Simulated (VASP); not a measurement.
# Cl (Pm-3m) in VASP: further runs

The runs below take Cl through single point, with PBE.

Everything below comes from runs of VASP 6.6.1. Logs are shortened: lines on timing, memory, paths and dates and some standing lists are left out, and cuts for length are marked.

### 1 The cell of the first run

It takes space group Pm-3m (No. 221, cubic). The conventional cell has a = 2.419 Å, b = 2.419 Å, c = 2.419 Å, α = 90.00°, β = 90.00°, γ = 90.00°. Within 3.2 Å of Cl (site symmetry m-3m) lie 6 Cl at 2.42 Å.

### 2 Single point, PBE

File INCAR:

```
SYSTEM = Cl
PREC = Accurate ; ENCUT = 520
EDIFF = 1E-7 ; ISMEAR = -1
SIGMA = 0.02 ; LREAL = .FALSE.
LASPH = .TRUE. ; NELM = 60
ALGO = Normal ; ISIF = 2
LWAVE = .FALSE. ; LCHARG = .FALSE.
GGA = PE ; NBANDS = 10
```

File KPOINTS:

```
regular mesh
0
G
  16 16 16
  0 0 0
```

File POSCAR:

```
Cl
1.0
    2.4187425699      0.0000000000      0.0000000000
    0.0000000000      2.4187425699      0.0000000000
    0.0000000000      0.0000000000      2.4187425699
Cl
1
Direct
    0.0000000000      0.0000000000      0.0000000000
```

Potentials or basis: VASP PAW PBE potentials, release 64 (Cl).

On the command line:

```console
cat potpaw_PBE.64/Cl/POTCAR > POTCAR
mpirun -np 1 vasp_std > vasp.out
```

OUTCAR:

```text
SYSTEM = Cl
   PREC = Accurate
   ENCUT = 520
   EDIFF = 1E-7
   ISMEAR = -1
   LREAL = .FALSE.
   LASPH = .TRUE.
   NELM = 60
   ISIF = 2
   GGA = PE

 ion  position               nearest neighbor table
   1  0.000  0.000  0.000-

  LATTYP: Found a simple cubic cell.
 ALAT       =     2.4187425699

  Lattice vectors:

 A1 = (   2.4187425699,   0.0000000000,   0.0000000000)
 A2 = (   0.0000000000,   2.4187425699,   0.0000000000)
 A3 = (   0.0000000000,   0.0000000000,   2.4187425699)

Analysis of symmetry for initial positions (statically):
=====================================================================
 Subroutine PRICEL returns:
 Original cell was already a primitive cell.

 Routine SETGRP: Setting up the symmetry group for a
 simple cubic supercell.

 Subroutine GETGRP returns: Found 48 space group operations
 (whereof 48 operations were pure point group operations)
 out of a pool of 48 trial point group operations.

The static configuration has the point symmetry O_h .

Analysis of symmetry for dynamics (positions and initial velocities):
=====================================================================
 Subroutine PRICEL returns:
 Original cell was already a primitive cell.

 Routine SETGRP: Setting up the symmetry group for a
 simple cubic supercell.

 Subroutine GETGRP returns: Found 48 space group operations
 (whereof 48 operations were pure point group operations)
 out of a pool of 48 trial point group operations.

The dynamic configuration has the point symmetry O_h .

 Subroutine INISYM returns: Found 48 space group operations
 (whereof 48 operations are pure point group operations),
 and found     1 'primitive' translations

----------------------------------------------------------------------------------------

                                     Primitive cell

  volume of cell :      14.1504

  direct lattice vectors                    reciprocal lattice vectors
     2.418742570  0.000000000  0.000000000     0.413437963  0.000000000  0.000000000
     0.000000000  2.418742570  0.000000000     0.000000000  0.413437963  0.000000000
     0.000000000  0.000000000  2.418742570     0.000000000  0.000000000  0.413437963

  length of vectors
     2.418742570  2.418742570  2.418742570     0.413437963  0.413437963  0.413437963

  position of ions in fractional coordinates (direct lattice)
     0.000000000  0.000000000  0.000000000

[... 73 lines left out ...]
   ENCUT  =  520.0 eV  38.22 Ry    6.18 a.u.   4.50  4.50  4.50*2*pi/ulx,y,z
   NELM   =     60;   NELMIN=  2; NELMDL= -5     # of ELM steps
   EDIFF  = 0.1E-06   stopping-criterion for ELM
   LREAL  =      F    real-space projection
   EDIFFG = 0.1E-05   stopping-criterion for IOM
   NSW    =      0    number of steps for IOM
   IBRION =     -1    ionic relax: 0-MD 1-quasi-New 2-CG
   NFREE  =      0    steps in history (QN), initial steepest desc. (CG)
   ISIF   =      2    stress and relaxation
   ISYM   =      2    0-nonsym 1-usesym 2-fastsym
   POTIM  = 0.5000    time-step for ionic-motion
   TEBEG  =    0.0;   TEEND  =   0.0 temperature during run
   PSTRESS=    0.0 pullay stress
   NELECT =       7.0000    total number of electrons
   NUPDOWN=      -1.0000    fix difference up-down
   EMIN   =  10.00;   EMAX   =-10.00  energy-range for DOS
   EFERMI =   0.00;   METHOD = LEGACY
   ISMEAR =    -1;   SIGMA  =   0.02  broadening in eV -4-tet -1-fermi 0-gaus
   EFERMI_NEDOS =   21; number of points for ismear=-14 and -15
   IALGO  =     38    algorithm
   IMIX   =      4    mixing-type and parameters
     AMIX     =   0.40;   BMIX     =  1.00
     AMIX_MAG =   1.60;   BMIX_MAG =  1.00
  volume/ion in A,a.u.               =      14.15        95.49
  Fermi-wavevector in a.u.,A,eV,Ry     =   1.294746  2.446715 22.808355  1.676367
  Thomas-Fermi vector in A             =   2.426309
   LORBIT       =      0    0 simple, 1 ext, 2 COOP (PROOUT), +10 PAW based schemes
   GGA     = PE    functional components
   LHFCALC =     F    Hartree Fock is set to
   AEXX    =    0.0000 exact exchange contribution
   IVDW    =     0    specifies the selected vdW correction
   LEPSILON=     F    determine dielectric tensor
   LRPA    =     F    only Hartree local field effects (RPA)
 non-spin polarized calculation
  energy-cutoff  :      520.00
  volume of cell :       14.15
 maximum number of plane-waves:       394
 NGX is ok and might be reduce to    18
   NGX =  9   NGY =  9   NGZ =  9

 number of electron       7.0000001 magnetization

 Free energy of the ion-electron system (eV)
  ---------------------------------------------------
  ext. energy  EPLUGINS =         0.00000000
  ---------------------------------------------------
  free energy    TOTEN  =        -0.11128151 eV

  energy without entropy =       -0.11031254  energy(sigma->0) =       -0.11079703

 E-fermi :   8.9866     XC(G=0): -11.4055

 val. band max:        8.9750576241   @ k =   0.3125   0.0625   0.0000
 cond. band min:       8.9980408252   @ k =   0.1875   0.0000   0.0000
 fundamental gap:      0.0229832011
 Fermi energy:         8.9865830928

 k-point     1 :       0.0000    0.0000    0.0000
  band No.  band energies     occupation
      1     -11.9045      2.00000
      2       8.5952      2.00000
      3       8.5952      2.00000
      4       8.5952      2.00000
      5      16.6888      0.00000
      6      16.6888      0.00000
      7      19.2683      0.00000
      8      32.6838      0.00000
      9      32.6838      0.00000
     10      32.6838      0.00000
[... 287 lines left out ...]
 k-point    24 :       0.5000    0.1250    0.0000
  band No.  band energies     occupation
      1      -8.7490      2.00000
      2      -1.1135      2.00000
      3       8.2548      2.00000
      4      10.2691      0.00000
      5      19.7276      0.00000
      6      20.2358      0.00000
      7      24.1929      0.00000
      8      24.5059      0.00000
      9      26.8840      0.00000
     10      32.1477      0.00000

 [... further k-points ...]
[... 5 lines left out ...]
  --------------------------------------------------------------------------------------
  -------------------------------------------------------------------------------------
  Total        5.2627824      5.2627824      5.2627824      0.0000000      0.0000000     -0.0000000
  in kB      595.8775899    595.8775899    595.8775899      0.0000000      0.0000000     -0.0000000
  external PRESSURE =     595.8775899 kB  Pullay stress =       0.0000000 kB

 VOLUME and BASIS-vectors are now :
 -----------------------------------------------------------------------------
  energy-cutoff  :      520.00
  volume of cell :       14.15
      direct lattice vectors                 reciprocal lattice vectors
     2.418742570  0.000000000  0.000000000     0.413437963  0.000000000  0.000000000
     0.000000000  2.418742570  0.000000000     0.000000000  0.413437963  0.000000000
     0.000000000  0.000000000  2.418742570     0.000000000  0.000000000  0.413437963

 POSITION                                       TOTAL-FORCE (eV/Angst)
 -----------------------------------------------------------------------------------
      0.00000      0.00000      0.00000         0.000000      0.000000      0.000000
 -----------------------------------------------------------------------------------
    total drift:                               -0.000000      0.000000      0.000000

  FREE ENERGIE OF THE ION-ELECTRON SYSTEM (eV)
  ---------------------------------------------------
  free  energy   TOTEN  =        -0.1112815111 eV

  energy  without entropy=       -0.1103125410  energy(sigma->0) =       -0.11079703
```

OSZICAR:

```text
N       E                     dE             d eps       ncg     rms          rms(c)
DAV:   1     0.180406864954E+02    0.18041E+02   -0.33176E+03  3412   0.558E+02
DAV:   2     0.345728221528E+00   -0.17695E+02   -0.16619E+02  4420   0.107E+02
DAV:   3    -0.124644441951E+00   -0.47037E+00   -0.46366E+00  3964   0.142E+01
DAV:   4    -0.125860967548E+00   -0.12165E-02   -0.12161E-02  3864   0.907E-01
DAV:   5    -0.125864178035E+00   -0.32105E-05   -0.32101E-05  3938   0.457E-02    0.188E+01
DAV:   6    -0.113440497459E+00    0.12424E-01   -0.14391E-02  3522   0.686E-01    0.111E+01
DAV:   7    -0.111417376260E+00    0.20231E-02   -0.19003E-02  3504   0.815E-01    0.325E-01
DAV:   8    -0.111262876809E+00    0.15450E-03   -0.91673E-04  3444   0.178E-01    0.486E-02
DAV:   9    -0.111275238050E+00   -0.12361E-04   -0.18986E-05  3764   0.329E-02    0.723E-03
DAV:  10    -0.111281272453E+00   -0.60344E-05   -0.60926E-06  3456   0.169E-02    0.543E-03
DAV:  11    -0.111281496227E+00   -0.22377E-06   -0.91763E-07  3578   0.641E-03    0.994E-04
DAV:  12    -0.111281511138E+00   -0.14912E-07   -0.21447E-08  3432   0.109E-03
   1 F= -.11128151E+00 E0= -.11079703E+00  d E =-.968970E-03
```

stdout:

```text
POSCAR found type information on POSCAR Cl
 POSCAR found :  1 types and       1 ions
 scaLAPACK will be used
 LDA part: xc-table for (Slater+PW92), standard interpolation
 POSCAR, INCAR and KPOINTS ok, starting setup
 FFT: planning ... GRIDC
 FFT: planning ... GRID_SOFT
 FFT: planning ... GRID
 WAVECAR not read
 entering main loop
```

Run time: 14 s. Hardware: 1 thread of Intel Xeon Platinum 8375C at 2.90GHz (Ice Lake), shared host; peak memory 0.12 GiB.

What came out:

```yaml
Free_energy: -0.1113 eV
Pressure: 59.6 GPa
```

Levels at points of the mesh, in eV from the Fermi level:
```tsv
k point	band 2	band 3	band 4	band 5	band 6	band 7
(0.00, 0.00, 0.00)	-0.39	-0.39	-0.39	7.70	7.70	10.28
(0.50, 0.00, 0.00)	-10.36	1.12	1.12	9.98	14.12	14.96
(0.50, 0.50, 0.00)	-7.98	-7.98	2.42	2.44	14.70	17.12
(0.50, 0.50, 0.50)	-5.95	-5.95	-5.95	5.91	5.91	5.91
```

Caveat: an odd number of electrons without spin polarisation forces a metal; a magnetic or distorted state may lie lower.

### 3 Single point, PBE

This run uses another cell than the first one, of 15.48 Å³/atom, 1.094 times its volume.

File INCAR:

```
PREC = Accurate
ENCUT = 520
EDIFF = 1E-6
ISMEAR = -1
SIGMA = 0.02
LREAL = F
LASPH = T
NELM = 100
ALGO = Normal
ISIF = 2
LWAVE = F
LCHARG = T
GGA = PE
LELF = T
LVHAR = T
NBANDS = 10
```

File KPOINTS:

```
Automatic mesh
0
Gamma
  16 16 16
```

File POSCAR:

```
Cl
1.0
    2.4923069820      0.0000000000      0.0000000000
    0.0000000000      2.4923069820      0.0000000000
    0.0000000000      0.0000000000      2.4923069820
Cl
1
Direct
    0.0000000000      0.0000000000      0.0000000000
```

Potentials or basis: VASP PAW PBE potentials, release 64 (Cl).

On the command line:

```console
cat potpaw_PBE.64/Cl/POTCAR > POTCAR
mpirun -np 1 vasp_std > vasp.out
```

Run time: 19 s. Hardware: 1 thread of Intel Xeon Platinum 8375C at 2.90GHz (Ice Lake), shared host; peak memory 0.13 GiB.

Results (log left out):

```
Free energy : -0.5190 eV
Pressure    : 39.7 GPa
```

Levels at points of the mesh, in eV from the Fermi level:
```csv
k point,band 2,band 3,band 4,band 5,band 6,band 7
"(0.00, 0.00, 0.00)",-0.32,-0.32,-0.32,8.30,8.30,9.81
"(0.50, 0.00, 0.00)",-9.18,0.96,0.96,10.42,13.58,14.91
"(0.50, 0.50, 0.00)",-7.07,-7.07,2.09,3.37,14.45,17.05
"(0.50, 0.50, 0.50)",-5.29,-5.29,-5.29,6.64,6.64,6.64
```

Caveat: an odd number of electrons without spin polarisation forces a metal; a magnetic or distorted state may lie lower.

### 4 Single point, PBE

This run uses another cell than the first one, of 17.62 Å³/atom, 1.246 times its volume.

File INCAR:

```
SYSTEM = Cl
PREC     = Accurate       ! precision mode
ENCUT    = 520            ! plane-wave cutoff, eV
EDIFF    = 1E-6           ! SCF threshold, eV
ISMEAR   = -1             ! smearing method
SIGMA    = 0.02           ! smearing width, eV
LREAL    = .FALSE.        ! projectors in reciprocal space
LASPH    = .TRUE.         ! aspherical terms in the spheres
NELM     = 60             ! most SCF steps
ALGO     = Normal         ! electronic algorithm
ISIF     = 2              ! what is computed and relaxed
LWAVE    = .FALSE.        ! write WAVECAR
LCHARG   = .FALSE.        ! write CHGCAR
GGA      = PE             ! functional
NBANDS   = 10             ! bands
```

File KPOINTS:

```
regular mesh
0
G
  16 16 16
  0 0 0
```

File POSCAR:

```
Cl
1.0
    2.6024013033      0.0000000000      0.0000000000
    0.0000000000      2.6024013033      0.0000000000
    0.0000000000      0.0000000000      2.6024013033
Cl
1
Direct
    0.0000000000      0.0000000000      0.0000000000
```

Potentials or basis: VASP PAW PBE potentials, release 64 (Cl).

On the command line:

```console
cat potpaw_PBE.64/Cl/POTCAR > POTCAR
mpirun -np 1 vasp_std > vasp.out
```

OUTCAR:

```text
SYSTEM = Cl
   PREC = Accurate
   ENCUT = 520
   EDIFF = 1E-6
   ISMEAR = -1
   LREAL = .FALSE.
   LASPH = .TRUE.
   NELM = 60
   ISIF = 2
   GGA = PE

 ion  position               nearest neighbor table
   1  0.000  0.000  0.000-

  LATTYP: Found a simple cubic cell.
 ALAT       =     2.6024013033

  Lattice vectors:

 A1 = (   2.6024013033,   0.0000000000,   0.0000000000)
 A2 = (   0.0000000000,   2.6024013033,   0.0000000000)
 A3 = (   0.0000000000,   0.0000000000,   2.6024013033)

Analysis of symmetry for initial positions (statically):
=====================================================================
 Subroutine PRICEL returns:
 Original cell was already a primitive cell.

 Routine SETGRP: Setting up the symmetry group for a
 simple cubic supercell.

 Subroutine GETGRP returns: Found 48 space group operations
 (whereof 48 operations were pure point group operations)
 out of a pool of 48 trial point group operations.

The static configuration has the point symmetry O_h .

Analysis of symmetry for dynamics (positions and initial velocities):
=====================================================================
[... 156 lines left out ...]
 E-fermi :   5.1902     XC(G=0): -10.2755

 val. band max:        5.1623143589   @ k =   0.3750   0.3125   0.1250
 cond. band min:       5.2037351536   @ k =   0.1250   0.1250   0.0000
 fundamental gap:      0.0414207947
 Fermi energy:         5.1901506502

 k-point     1 :       0.0000    0.0000    0.0000
  band No.  band energies     occupation
      1     -13.0109      2.00000
      2       4.9429      1.99999
      3       4.9429      1.99999
      4       4.9429      1.99999
      5      14.2436      0.00000
      6      14.2436      0.00000
      7      14.3969      0.00000
      8      27.4545      0.00000
      9      27.4545      0.00000
     10      27.4545      0.00000
[... 287 lines left out ...]
 k-point    24 :       0.5000    0.1250    0.0000
  band No.  band energies     occupation
      1     -10.8508      2.00000
      2      -2.2627      2.00000
      3       4.6549      2.00000
      4       6.0756      0.00000
      5      16.4497      0.00000
      6      16.9436      0.00000
      7      19.3162      0.00000
      8      20.5518      0.00000
      9      22.2787      0.00000
     10      26.9872      0.00000

 [... further k-points ...]
[... 5 lines left out ...]
  --------------------------------------------------------------------------------------
  -------------------------------------------------------------------------------------
  Total        2.1799633      2.1799633      2.1799633     -0.0000000      0.0000000      0.0000000
  in kB      198.1695634    198.1695634    198.1695634     -0.0000000      0.0000000      0.0000000
  external PRESSURE =     198.1695634 kB  Pullay stress =       0.0000000 kB

 VOLUME and BASIS-vectors are now :
 -----------------------------------------------------------------------------
  energy-cutoff  :      520.00
  volume of cell :       17.62
      direct lattice vectors                 reciprocal lattice vectors
     2.602401303  0.000000000  0.000000000     0.384260490  0.000000000  0.000000000
     0.000000000  2.602401303  0.000000000     0.000000000  0.384260490  0.000000000
     0.000000000  0.000000000  2.602401303     0.000000000  0.000000000  0.384260490

 POSITION                                       TOTAL-FORCE (eV/Angst)
 -----------------------------------------------------------------------------------
      0.00000      0.00000      0.00000         0.000000      0.000000      0.000000
 -----------------------------------------------------------------------------------
    total drift:                               -0.000000      0.000000      0.000000

  FREE ENERGIE OF THE ION-ELECTRON SYSTEM (eV)
  ---------------------------------------------------
  free  energy   TOTEN  =        -0.9049804370 eV

  energy  without entropy=       -0.9040718127  energy(sigma->0) =       -0.90452612
```

It took 16 s on 1 thread of Intel Xeon Platinum 8375C at 2.90GHz (Ice Lake), shared host; peak memory 0.13 GiB.

Results:

```yaml
Free_energy: -0.9050 eV
Pressure: 19.8 GPa
```

Caveat: an odd number of electrons without spin polarisation forces a metal; a magnetic or distorted state may lie lower.

### 5 Overview

| cell | gap on the mesh (eV) | pressure (GPa) |
| --- | --- | --- |
| a = 2.419 Å, 1 atom | none | 59.6 |
| a = 2.492 Å, 1 atom | none | 39.7 |
| a = 2.602 Å, 1 atom | none | 19.8 |

Alike in all rows: task single point; level PBE; potentials or basis VASP PAW PBE potentials, release 64 (Cl); no spin polarisation; k mesh 16 × 16 × 16; cutoff (eV) 520; smearing fermi-dirac 0.02 eV.

Caveats: an odd number of electrons without spin polarisation forces a metal; a magnetic or distorted state may lie lower.

Total energies depend on the potentials used, so only differences within one code and one set of settings carry meaning.
